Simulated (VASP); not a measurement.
Input of a VASP 6.6.1 run:

INCAR

```
  PREC = Accurate
  ENCUT = 520
  EDIFF = 1E-6
  ISMEAR = 0
  SIGMA = 0.03
  LREAL = F
  LASPH = T
  NELM = 150
  ALGO = Normal
  ISIF = 2
  LWAVE = F
  LCHARG = F
  ISPIN = 2
  MAGMOM = 1 0
  LORBIT = 11
  LMAXMIX = 4
  GGA = PE
  NBANDS = 20
```

KPOINTS

```
Automatic mesh
0
Gamma
  9 9 9
```

File POSCAR:

```
TiN
1.0
    0.0000000000      2.1175000000      2.1175000000
    2.1175000000      0.0000000000      2.1175000000
    2.1175000000      2.1175000000      0.0000000000
Ti N
1 1
Direct
    0.0000000000      0.0000000000      0.0000000000
    0.5000000000      0.5000000000      0.5000000000
```

Potentials or basis: VASP PAW PBE potentials, release 64 (Ti_sv, N).

Launch:

```bash
$ cat potpaw_PBE.64/Ti_sv/POTCAR potpaw_PBE.64/N/POTCAR > POTCAR
$ mpirun -np 1 vasp_std > vasp.out
```

Problem. Predict the net moment.

Solution. 0.00 μB per cell.

Problem. Estimate the pressure.

Solution. 2.7 GPa.
